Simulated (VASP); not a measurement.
Set up this calculation in VASP 6.6.1, as the native input.

* Task: single point
* Functional: PBE
* Potentials or basis: VASP PAW PBE potentials, release 64 (Be, Cd, S)
* Cutoff: 520 eV
* k mesh: 6 × 6 × 4
* Occupations: gaussian, width 0.1 eV
* Spin: no spin polarisation
* Dipole correction: no
* Further INCAR settings: ALGO = Normal; EDIFF = 1e-07; NBANDS = 31

The structure of BeCd2S3 lies in POSCAR:

```
BeCd2S3
1.0
    3.6552532986      0.0000000023      0.0000000000
   -1.8276266513      3.1655422127      0.0000000000
    0.0000000000      0.0000000000      9.2594654008
Be Cd S
1 2 3
Direct
    0.0000000000      0.0000000000      0.0000000000
    0.3333333333      0.6666666667      0.3197159745
    0.6666666667      0.3333333333      0.6802840255
    0.0000000000      0.0000000000      0.5000000000
    0.6666666667      0.3333333333      0.1324071965
    0.3333333333      0.6666666667      0.8675928035
```

The cell was built from a structure type or drawn by symmetry, and may not be a known phase.

The input as run:

INCAR

```
PREC = Accurate
ENCUT = 520
EDIFF = 1E-7
ISMEAR = 0
SIGMA = 0.1
LREAL = False
LASPH = True
NELM = 80
ALGO = Normal
ISIF = 2
LWAVE = False
LCHARG = False
GGA = PE
NBANDS = 31
```

KPOINTS

```
Automatic mesh
0
Gamma
  6 6 4
```

Potentials or basis: VASP PAW PBE potentials, release 64 (Be, Cd, S).

Command:

```sh
$ cat potpaw_PBE.64/Be/POTCAR potpaw_PBE.64/Cd/POTCAR potpaw_PBE.64/S/POTCAR > POTCAR
$ mpirun -np 1 vasp_std > vasp.out
```

It gave:

- Pressure: 0.3 GPa
- Largest force: 0.038 eV/Å
- Band gap on the k mesh: 0.37 eV (least direct gap 1.08 eV)

Run time: 54 s on 1 thread of Intel(R) Xeon(R) Platinum 8488C (Sapphire Rapids), on a shared host, peak memory 0.25 GiB.
